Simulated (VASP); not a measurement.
Wanted: the native input for a VASP 6.6.1 run.

* Task: single point
* Functional: PBE
* Potentials or basis: VASP PAW PBE potentials, release 64 (Zr_sv, Pd, C)
* Cutoff: 520 eV
* k mesh: 6 × 6 × 6
* Occupations: gaussian, width 0.1 eV
* Spin: no spin polarisation
* Dipole correction: no
* Further INCAR settings: ALGO = Normal; EDIFF = 1e-07; NBANDS = 29

The structure of Zr2PdC2 lies in POSCAR:

```
Zr2PdC2
1.0
   -2.0630624277      2.0630624277      4.7837666444
    2.0630624277     -2.0630624277      4.7837666444
    2.0630624277      2.0630624277     -4.7837666444
Zr Pd C
2 1 2
Direct
    0.3247441954      0.3247441954      0.0000000000
    0.6752558046      0.6752558046      0.0000000000
    0.0000000000      0.0000000000      0.0000000000
    0.2500000000      0.7500000000      0.5000000000
    0.7500000000      0.2500000000      0.5000000000
```

The input as run:

INCAR

```
PREC = Accurate
ENCUT = 520
EDIFF = 1E-7
ISMEAR = 0
SIGMA = 0.1
LREAL = False
LASPH = True
NELM = 80
ALGO = Normal
ISIF = 2
LWAVE = False
LCHARG = False
GGA = PE
NBANDS = 29
```

KPOINTS

```
regular mesh
0
Gamma
  6 6 6
```

Potentials or basis: VASP PAW PBE potentials, release 64 (Zr_sv, Pd, C).

Run with:

```console
$ cat potpaw_PBE.64/Zr_sv/POTCAR potpaw_PBE.64/Pd/POTCAR potpaw_PBE.64/C/POTCAR > POTCAR
$ mpirun -np 1 vasp_std > vasp.out
```

Results of the run:

The pressure is 0.2 GPa. The largest force is 0.022 eV/Å and the band gap on the k mesh is zero (bands 21 and 22 overlap by 1.34 eV).

Run time: 110 s on 1 thread of Oxide Virtual Turin-like Processor, on a shared host, peak memory 0.26 GiB.
